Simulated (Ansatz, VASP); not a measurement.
**Two plane-wave programs on Sr**

The input INCAR:

```
SYSTEM = Sr
  ALGO = Normal
  EDIFF = 1E-7
  EDIFFG = -0.01
  ENCUT = 600
  GGA = PS
  IBRION = 2
  ISIF = 3
  ISMEAR = 0
  LASPH = .TRUE.
  LCHARG = .FALSE.
  LREAL = .FALSE.
  LWAVE = .FALSE.
  NELM = 60
  NSW = 80
  PREC = Accurate
  SIGMA = 0.1
```

Contents of KPOINTS:

```
k-points
0
G
  12 12 12
  0 0 0
```

POSCAR

```
Sr
1.0
    0.0000000000      2.9519439344      2.9519439344
    2.9519439344      0.0000000000      2.9519439344
    2.9519439344      2.9519439344      0.0000000000
Sr
1
Direct
    0.0000000000      0.0000000000      0.0000000000
```

Input for Ansatz:

```yaml
crystal:
  lattice:
    - [0.0, 2.9519439344, 2.9519439344]
    - [2.9519439344, 0.0, 2.9519439344]
    - [2.9519439344, 2.9519439344, 0.0]
  atoms:
    - { symbol: Sr, position: [0.0, 0.0, 0.0] }
basis:
  ecutwfc: 420
kpoints:
  mp_grid: { grid: [12, 12, 12] }
hamiltonian:
  xc: pbesol
scf:
  occupations: { method: gaussian, width: 0.1 }
output:
  forces: true
  stress: true
  eigenvalues: true
relax:
  adjacent_minimum: "off"
  f_tol: 0.01
  max_steps: 60
  cell: { stress_tol: 0.1 }
```

Alike in both runs: task relaxation of cell and atoms; functional PBEsol; k mesh 12 × 12 × 12; occupations gaussian, width 0.1 eV; no spin polarisation.

```csv
,VASP,Ansatz
version,VASP 6.6.1,Ansatz 0.2.0
potentials or method,"VASP PAW PBE potentials, release 64 (Sr_sv), cutoff 600 eV","scalar-relativistic, plane waves, PAW"
valence electrons in the cell,10,10
```

```csv
,VASP,Ansatz,Ansatz less VASP
"gap on the k mesh at the Fermi level, each at its own relaxed structure (eV)",none,none,-
relaxed volume (Å³/atom),51.93,51.59,-0.340
relaxed cell length with the largest relative difference (Å),4.188,4.179,-0.0092
```

VASP's potentials were made for PBE, not for PBEsol. A gap of «none» marks a metal or a gap that the smearing closes.
